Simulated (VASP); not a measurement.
Input of a VASP 6.6.1 run:

INCAR

```
  PREC = Accurate
  ENCUT = 520
  EDIFF = 1E-6
  ISMEAR = 0
  SIGMA = 0.1
  LREAL = False
  LASPH = True
  NELM = 60
  ALGO = Fast
  ISIF = 2
  LWAVE = False
  LCHARG = False
  GGA = PE
  NBANDS = 48
```

The input KPOINTS:

```
Automatic mesh
0
Gamma
  10 10 4
```

Contents of POSCAR:

```
Ga5Mo
1.0
    3.6245309808      0.0000000000      0.0000000000
    0.0000000000      3.6245309808      0.0000000000
    0.0000000000      0.0000000000      8.2809689668
Ga Mo
5 1
Direct
    0.5000000000      0.5000000000      0.1542544078
    0.0000000000      0.0000000000      0.3261179861
    0.5000000000      0.5000000000      0.8457455922
    0.0000000000      0.0000000000      0.6738820139
    0.5000000000      0.5000000000      0.5000000000
    0.0000000000      0.0000000000      0.0000000000
```

Potentials or basis: VASP PAW PBE potentials, release 64 (Ga_d, Mo_sv).

The run is started by

```bash
$ cat potpaw_PBE.64/Ga_d/POTCAR potpaw_PBE.64/Mo_sv/POTCAR > POTCAR
$ mpirun -np 1 vasp_std > vasp.out
```

Question: Estimate the pressure.

Answer: -6.9 GPa.

Question: Predict the band gap on the k mesh.

Answer: Zero (an odd number of electrons rules out a gap without spin polarisation).

Question: Predict the largest force.

Answer: 0.009 eV/Å.

Stress tensor (GPa, compression positive):
```
-6.94  0.00  0.00
 0.00 -6.94  0.00
 0.00  0.00 -6.82
```

Caveat: the cell stands under tension.
